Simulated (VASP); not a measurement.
A run of VASP 6.6.1 is set up as follows.

Contents of INCAR:

```
  ALGO = Fast
  EDIFF = 1E-6
  ENCUT = 520
  GGA = PS
  ISIF = 2
  ISMEAR = -1
  IVDW = 13
  LASPH = True
  LCHARG = False
  LREAL = False
  LWAVE = False
  NBANDS = 9
  NELM = 60
  PREC = Accurate
  SIGMA = 0.05
```

KPOINTS

```
k-points
0
Gamma
  10 10 5
```

Contents of POSCAR:

```
Mg
1.0
    3.1437856987      0.0000000000      0.0000000000
   -1.5718928494      2.7225982792      0.0000000000
    0.0000000000      0.0000000000      5.1039375022
Mg
2
Direct
    0.6666666667      0.3333333333      0.7500000000
    0.3333333333      0.6666666667      0.2500000000
```

Potentials or basis: VASP PAW PBE potentials, release 64 (Mg).

Launch:

```console
$ cat potpaw_PBE.64/Mg/POTCAR > POTCAR
$ mpirun -np 1 vasp_std > vasp.out
```

(1) Estimate the band gap on the k mesh.

(2) Estimate the dispersion energy per atom.

Results:

(1) zero (band 2 reaches 3.50 eV, above the bottom of band 3 at 1.62 eV).

(2) -0.046 eV.
